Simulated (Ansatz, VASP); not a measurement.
# Se: VASP beside Ansatz

The input INCAR:

```
PREC = Accurate
ENCUT = 520
EDIFF = 1E-7
ISMEAR = -1
SIGMA = 0.03
LREAL = False
LASPH = True
NELM = 80
ALGO = Normal
ISIF = 2
LWAVE = False
LCHARG = False
GGA = PE
NBANDS = 13
```

KPOINTS

```
regular mesh
0
Gamma
  19 19 10
```

Contents of POSCAR:

```
Se
1.0
    3.7202718101      0.0000000000      0.0000000000
   -1.8601359050      3.2218498965      0.0000000000
    0.0000000000      0.0000000000      3.8505633181
Se
2
Direct
    0.3333333333      0.6666666667      0.2500000000
    0.6666666667      0.3333333333      0.7500000000
```

Input for Ansatz:

```yaml
crystal:
  lattice:
    - [3.7202718101, 0.0, 0.0]
    - [-1.860135905, 3.2218498965, 0.0]
    - [0.0, 0.0, 3.8505633181]
  atoms:
    - { symbol: Se, position: [0.3333333333, 0.6666666667, 0.25] }
    - { symbol: Se, position: [0.6666666667, 0.3333333333, 0.75] }
kpoints:
  mp_grid: { grid: [19, 19, 10] }
scf:
  occupations: { method: fermi_dirac, width: 0.03 }
hamiltonian:
  xc: pbe
  pseudopotentials: { kind: all_electron, lapw: { basis_error: 0.0005 } }
output:
  forces: true
  stress: true
  eigenvalues: true
```

Change from the starting cell: volume scaled by 1.03.

Alike in both runs: task single point; functional PBE; k mesh 19 × 19 × 10; occupations fermi-dirac, width 0.03 eV; no spin polarisation.

|  | VASP | Ansatz |
| --- | --- | --- |
| version | VASP 6.6.1 | Ansatz 0.2.0 |
| potentials or method | VASP PAW PBE potentials, release 64 (Se), cutoff 520 eV | all-electron LAPW, scalar-relativistic |

|  | VASP | Ansatz | Ansatz less VASP |
| --- | --- | --- | --- |
| pressure (GPa) | -1.8 | -1.8 | -0.02 |
| traceless stress, the component that is largest in VASP (GPa) | -0.67 | -0.68 | -0.006 |

Ansatz ran all-electron here, and VASP with PAW potentials.
